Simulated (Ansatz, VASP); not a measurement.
**One calculation of ScF3, two programs**

```xyz
4
Lattice="4.0125 0.0000 0.0000 0.0000 4.0125 0.0000 0.0000 0.0000 4.0125" Properties=species:S:1:pos:R:3 pbc="T T T"
Sc   -0.1500    0.0000    0.0000
F     2.0062    0.0000    0.0000
F     0.0000    2.0062    0.0000
F     0.0000    0.0000    2.0062
```

Change from the starting cell: all Sc atoms moved -0.150 Å, as atom 1 along Cartesian [1 0 0].

Alike in both runs: task single point; functional LDA; k mesh 6 × 6 × 6; occupations gaussian, width 0.05 eV; no spin polarisation.

```csv
,VASP,Ansatz
version,VASP 6.6.1,Ansatz 0.2.0
potentials or method,"VASP PAW LDA potentials, release 64 (Sc_sv, F), cutoff 520 eV","scalar-relativistic, plane waves, PAW"
valence electrons in the cell,32,32
```

|  | VASP | Ansatz | Ansatz less VASP |
| --- | --- | --- | --- |
| gap on the k mesh at the Fermi level (eV) | 6.22 | 6.25 | +0.030 |
| least direct gap on the mesh (eV) | 6.77 | 6.81 | +0.034 |
| pressure (GPa) | -1.0 | -1.7 | -0.71 |
| traceless stress, the component that is largest in VASP (GPa) | 3.53 | 3.36 | -0.173 |
| rms of the force components (eV/Å) | 0.689 | 0.627 | -0.0621 |

LDA's correlation is that of Perdew and Zunger in VASP and of Perdew and Wang (1992) in Ansatz. Atom by atom the forces differ by 0.063 eV/Å (rms over components).
